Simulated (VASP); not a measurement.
# KCl (Pm-3m) in VASP: further runs

Runs on KCl. Level: PBE. Tasks: single point, relaxation of the atoms.

All numbers are computed with VASP 6.6.1; they aren't measurements. Logs are shortened: lines on timing, memory, paths and dates and some standing lists are left out, and cuts for length are marked.

**1. The cell of the first run**

Symmetry: Pm-3m, No. 221, cubic system. Conventional cell: a = 3.634 Å, b = 3.634 Å, c = 3.634 Å, α = 90.00°, β = 90.00°, γ = 90.00°. Within 4.1 Å of K (site symmetry m-3m) lie 8 Cl at 3.15 Å and 6 K at 3.63 Å. Cl (site symmetry m-3m) has 8 K at 3.15 Å and 6 Cl at 3.63 Å within 4.1 Å.

**2. Single point, PBE**

INCAR

```
SYSTEM = KCl
ALGO = Normal
EDIFF = 1E-6
ENCUT = 520
GGA = PE
ISIF = 2
ISMEAR = -1
LASPH = .True.
LCHARG = .False.
LREAL = .False.
LWAVE = .False.
NBANDS = 15
NELM = 100
PREC = Accurate
SIGMA = 0.02
```

KPOINTS

```
k-points
0
Gamma
  8 8 8
  0 0 0
```

POSCAR

```
KCl
1.0
    3.6340000000      0.0000000000      0.0000000000
    0.0000000000      3.6340000000      0.0000000000
    0.0000000000      0.0000000000      3.6340000000
K Cl
1 1
Direct
    0.0000000000      0.0000000000      0.0000000000
    0.5000000000      0.5000000000      0.5000000000
```

Potentials or basis: VASP PAW PBE potentials, release 64 (K_sv, Cl).

On the command line:

```bash
cat potpaw_PBE.64/K_sv/POTCAR potpaw_PBE.64/Cl/POTCAR > POTCAR
mpirun -np 1 vasp_std > vasp.out
```

OUTCAR:

```text
SYSTEM = KCl
   EDIFF = 1E-6
   ENCUT = 520
   GGA = PE
   ISIF = 2
   ISMEAR = -1
   LASPH = .True.
   LREAL = .False.
   NELM = 100
   PREC = Accurate

 ion  position               nearest neighbor table
   1  0.000  0.000  0.000-   2 3.15   2 3.15   2 3.15   2 3.15   2 3.15   2 3.15   2 3.15   2 3.15

   2  0.500  0.500  0.500-   1 3.15   1 3.15   1 3.15   1 3.15   1 3.15   1 3.15   1 3.15   1 3.15

  LATTYP: Found a simple cubic cell.
 ALAT       =     3.6340000000

  Lattice vectors:

 A1 = (   3.6340000000,   0.0000000000,   0.0000000000)
 A2 = (   0.0000000000,   3.6340000000,   0.0000000000)
 A3 = (   0.0000000000,   0.0000000000,   3.6340000000)

Analysis of symmetry for initial positions (statically):
=====================================================================
 Subroutine PRICEL returns:
 Original cell was already a primitive cell.

 Routine SETGRP: Setting up the symmetry group for a
 simple cubic supercell.

 Subroutine GETGRP returns: Found 48 space group operations
 (whereof 48 operations were pure point group operations)
 out of a pool of 48 trial point group operations.

The static configuration has the point symmetry O_h .

Analysis of symmetry for dynamics (positions and initial velocities):
=====================================================================
 Subroutine PRICEL returns:
 Original cell was already a primitive cell.

 Routine SETGRP: Setting up the symmetry group for a
 simple cubic supercell.

 Subroutine GETGRP returns: Found 48 space group operations
 (whereof 48 operations were pure point group operations)
 out of a pool of 48 trial point group operations.

The dynamic configuration has the point symmetry O_h .

 Subroutine INISYM returns: Found 48 space group operations
 (whereof 48 operations are pure point group operations),
 and found     1 'primitive' translations

----------------------------------------------------------------------------------------

                                     Primitive cell

  volume of cell :      47.9904

  direct lattice vectors                    reciprocal lattice vectors
     3.634000000  0.000000000  0.000000000     0.275178866  0.000000000  0.000000000
     0.000000000  3.634000000  0.000000000     0.000000000  0.275178866  0.000000000
     0.000000000  0.000000000  3.634000000     0.000000000  0.000000000  0.275178866

  length of vectors
     3.634000000  3.634000000  3.634000000     0.275178866  0.275178866  0.275178866

[... 85 lines left out ...]
   NFREE  =      0    steps in history (QN), initial steepest desc. (CG)
   ISIF   =      2    stress and relaxation
   ISYM   =      2    0-nonsym 1-usesym 2-fastsym
   POTIM  = 0.5000    time-step for ionic-motion
   TEBEG  =    0.0;   TEEND  =   0.0 temperature during run
   PSTRESS=    0.0 pullay stress
   NELECT =      16.0000    total number of electrons
   NUPDOWN=      -1.0000    fix difference up-down
   EMIN   =  10.00;   EMAX   =-10.00  energy-range for DOS
   EFERMI =   0.00;   METHOD = LEGACY
   ISMEAR =    -1;   SIGMA  =   0.02  broadening in eV -4-tet -1-fermi 0-gaus
   EFERMI_NEDOS =   21; number of points for ismear=-14 and -15
   IALGO  =     38    algorithm
   IMIX   =      4    mixing-type and parameters
     AMIX     =   0.40;   BMIX     =  1.00
     AMIX_MAG =   1.60;   BMIX_MAG =  1.00
  volume/ion in A,a.u.               =      24.00       161.93
  Fermi-wavevector in a.u.,A,eV,Ry     =   1.135176  2.145172 17.532804  1.288625
  Thomas-Fermi vector in A             =   2.271881
   LORBIT       =      0    0 simple, 1 ext, 2 COOP (PROOUT), +10 PAW based schemes
   GGA     = PE    functional components
   LHFCALC =     F    Hartree Fock is set to
   AEXX    =    0.0000 exact exchange contribution
   IVDW    =     0    specifies the selected vdW correction
   LEPSILON=     F    determine dielectric tensor
   LRPA    =     F    only Hartree local field effects (RPA)
 non-spin polarized calculation
  energy-cutoff  :      520.00
  volume of cell :       47.99
 maximum number of plane-waves:      1328
 NGX is ok and might be reduce to    28
   NGX = 13   NGY = 13   NGZ = 13

 number of electron      16.0000000 magnetization

 Free energy of the ion-electron system (eV)
  ---------------------------------------------------
  ext. energy  EPLUGINS =         0.00000000
  ---------------------------------------------------
  free energy    TOTEN  =        -6.55009722 eV

  energy without entropy =       -6.55009722  energy(sigma->0) =       -6.55009722

 E-fermi :   0.4782     XC(G=0):  -8.8092

 val. band max:        0.0672491991   @ k =   0.5000   0.5000   0.0000
 cond. band min:       5.6476850114   @ k =   0.0000   0.0000   0.0000
 fundamental gap:      5.5804358123
 Fermi energy:         0.4782277425

 k-point     1 :       0.0000    0.0000    0.0000
  band No.  band energies     occupation
      1     -27.7495      2.00000
      2     -12.8486      2.00000
      3     -11.0954      2.00000
      4     -11.0954      2.00000
      5     -11.0954      2.00000
      6      -0.1643      2.00000
      7      -0.1643      2.00000
      8      -0.1643      2.00000
      9       5.6477      0.00000
     10       6.4373      0.00000
     11       6.4373      0.00000
     12      11.1314      0.00000
     13      11.1314      0.00000
     14      11.1314      0.00000
[... 401 lines left out ...]
      2     -12.5525      2.00000
      3     -11.3934      2.00000
      4     -11.3416      2.00000
      5     -11.0614      2.00000
      6      -1.5199      2.00000
      7      -1.2777      2.00000
      8      -0.2707      2.00000
      9       6.9217      0.00000
     10       8.1538      0.00000
     11       9.1993      0.00000
     12       9.3623      0.00000
     13      11.3025      0.00000
     14      12.0916      0.00000
     15      13.1495      0.00000

 [... further k-points ...]
[... 5 lines left out ...]
  --------------------------------------------------------------------------------------
  -------------------------------------------------------------------------------------
  Total        1.3572976      1.3572976      1.3572976      0.0000000     -0.0000000      0.0000000
  in kB       45.3138420     45.3138420     45.3138420      0.0000000     -0.0000000      0.0000000
  external PRESSURE =      45.3138420 kB  Pullay stress =       0.0000000 kB

 VOLUME and BASIS-vectors are now :
 -----------------------------------------------------------------------------
  energy-cutoff  :      520.00
  volume of cell :       47.99
      direct lattice vectors                 reciprocal lattice vectors
     3.634000000  0.000000000  0.000000000     0.275178866  0.000000000  0.000000000
     0.000000000  3.634000000  0.000000000     0.000000000  0.275178866  0.000000000
     0.000000000  0.000000000  3.634000000     0.000000000  0.000000000  0.275178866

 POSITION                                       TOTAL-FORCE (eV/Angst)
 -----------------------------------------------------------------------------------
      0.00000      0.00000      0.00000         0.000000      0.000000      0.000000
      1.81700      1.81700      1.81700         0.000000      0.000000      0.000000
 -----------------------------------------------------------------------------------
    total drift:                               -0.000000      0.000000      0.000000

  FREE ENERGIE OF THE ION-ELECTRON SYSTEM (eV)
  ---------------------------------------------------
  free  energy   TOTEN  =        -6.5500972249 eV

  energy  without entropy=       -6.5500972249  energy(sigma->0) =       -6.55009722
```

stdout:

```text
POSCAR found type information on POSCAR K Cl
 POSCAR found :  2 types and       2 ions
 scaLAPACK will be used
 LDA part: xc-table for (Slater+PW92), standard interpolation
 POSCAR, INCAR and KPOINTS ok, starting setup
 FFT: planning ... GRIDC
 FFT: planning ... GRID_SOFT
 FFT: planning ... GRID
 WAVECAR not read
 entering main loop
```

Run time: 15 s. Hardware: 1 thread of Intel Xeon Platinum 8259CL at 2.50GHz (Skylake/Cascade Lake), shared host; peak memory 0.17 GiB.

Results:

* Free energy: -6.5501 eV
* Pressure: 4.5 GPa
* Band gap on the k mesh: 5.58 eV (least direct gap 5.81 eV)

Caveat: the cell stands under pressure. A k mesh can miss the band edges.

(Continued in part 2 of 2.)
